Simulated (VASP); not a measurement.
**AlNi: single point with PBEsol**

The system is AlNi.

```xyz
6
Lattice="0.0000 -2.8622 0.0000 0.0000 0.0000 -2.8622 9.5865 0.0000 0.0000" Properties=species:S:1:pos:R:3 pbc="T T T"
Al    2.1465   -2.8622    0.0000
Al    5.0086   -2.8622    0.0000
Al    7.8708   -2.8622    0.0000
Ni    0.7154   -1.4311   -1.4311
Ni    3.5776   -1.4311   -1.4311
Ni    6.4397   -1.4311   -1.4311
```

This cell differs from its parent crystal: the distance across one plane changed.

- Program: VASP 6.6.1
- Task: single point
- Functional: PBEsol
- Potentials or basis: VASP PAW PBE potentials, release 64 (Al, Ni)
- Cutoff: 520 eV
- k mesh: 20 × 20 × 7
- Occupations: gaussian, width 0.15 eV
- Spin: no spin polarisation

```json
{
 "Pressure": "-7.1 GPa",
 "Largest force": "1.276 eV/Å",
 "Band gap on the k mesh": "zero (an odd number of electrons rules out a gap without spin polarisation)"
}
```

Forces in eV/Å, atoms in the order of the input:
```
Al  -0.747  0.000  0.000
Al  -0.064  0.000  0.000
Al   1.276  0.000  0.000
Ni  -0.716  0.000  0.000
Ni   0.106  0.000  0.000
Ni   0.145  0.000  0.000
```

Stress tensor (GPa, compression positive):
```
-9.24  0.00  0.00
 0.00 -6.05  0.00
 0.00  0.00 -6.05
```

Levels at points of the mesh, in eV from the Fermi level:
| k point | band 17 | band 18 | band 19 | band 20 | band 21 | band 22 |
| --- | --- | --- | --- | --- | --- | --- |
| (0.00, 0.00, 0.00) | -1.16 | -1.16 | -0.77 | -0.26 | 3.74 | 5.97 |
| (0.50, 0.00, 0.00) | -1.32 | -1.05 | -0.84 | -0.77 | -0.31 | 1.60 |
| (0.50, 0.50, 0.00) | -0.39 | 0.20 | 0.20 | 1.43 | 1.43 | 1.55 |

It took 5.1 min on 1 thread of Intel(R) Xeon(R) 6975P-C (Granite Rapids), on a shared host, peak memory 0.55 GiB.

Caveat: the cell differs from its parent crystal (the distance across one plane changed); the cell stands under tension; the PAW data sets were made with another functional, which shifts forces and pressure a little. Spin polarisation is off, so any magnetic state and its effect on volume and gap are missing.
